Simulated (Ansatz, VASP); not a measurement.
## La in VASP and in Ansatz

File INCAR:

```
ALGO = Normal
EDIFF = 1E-6
ENCUT = 520
GGA = RE
ISIF = 2
ISMEAR = -1
LASPH = T
LCHARG = F
LREAL = F
LWAVE = F
NBANDS = 12
NELM = 100
PREC = Accurate
SIGMA = 0.1
```

Contents of KPOINTS:

```
k-points
0
Gamma
  11 11 11
```

Contents of POSCAR:

```
La
1.0
    0.0000000000      2.6101097067      2.6101097067
    2.6101097067      0.0000000000      2.6101097067
    2.6101097067      2.6101097067      0.0000000000
La
1
Direct
    0.0000000000      0.0000000000      0.0000000000
```

Input for Ansatz:

```yaml
crystal:
  lattice:
    - [0.0, 2.6101097067, 2.6101097067]
    - [2.6101097067, 0.0, 2.6101097067]
    - [2.6101097067, 2.6101097067, 0.0]
  atoms:
    - { symbol: La, position: [0.0, 0.0, 0.0] }
hamiltonian:
  xc: revpbe
  pseudopotentials:
    kind: paw
    azcp:
      La: "pseudopotentials/La.paw.azcp"
basis:
  ecutwfc: 420
  fft_grid_basis: typed
kpoints:
  mp_grid: { grid: [11, 11, 11], shift: [0, 0, 0] }
magnetization:
  spin_polarized: false
scf:
  occupations: { method: fermi_dirac, width: 0.1 }
  lower_state_search: "off"
output:
  stress: true
```

Alike in both runs: task single point; functional revPBE; k mesh 11 × 11 × 11; occupations fermi-dirac, width 0.1 eV; no spin polarisation.

```csv
,VASP,Ansatz
version,VASP 6.6.1,Ansatz 0.2.0
potentials or method,"VASP PAW PBE potentials, release 64 (La), cutoff 520 eV","plane waves (420 eV) with PAW, scalar-relativistic"
valence electrons in the cell,11,11
```

VASP gave:

- pressure (GPa): 2.2

Q: What did Ansatz give for the same quantities?

A: Pressure (GPa): 2.1.

VASP's potentials were made for PBE, not for revPBE.

Neither program's run includes spin-orbit coupling.
